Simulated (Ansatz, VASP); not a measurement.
Sc: VASP beside Ansatz

```
CELL_PARAMETERS angstrom
3.00818 0.00000 0.00000
0.00000 3.00818 0.00000
0.00000 0.00000 3.00818
ATOMIC_POSITIONS crystal
Sc 0.00000 0.00000 0.00000
```

Alike in both runs: functional revPBE; k mesh 10 × 10 × 10; occupations fermi-dirac, width 0.1 eV; no spin polarisation.

Ansatz relaxed the structure, and its values are those at the end. VASP's run is a single point on that final structure, the one shown.

|  | VASP | Ansatz |
| --- | --- | --- |
| version | VASP 6.6.1 | Ansatz 0.2.0 |
| potentials or method | VASP PAW PBE potentials, release 64 (Sc_sv), cutoff 500 eV | plane waves (420 eV) with PAW, scalar-relativistic |
| valence electrons in the cell | 11 | 11 |

Ansatz gave:

```
pressure (GPa) : 0.0
```

Task: Which values does VASP return?

Result: Pressure (GPa): 0.1.

VASP's potentials were made for PBE, not for revPBE.
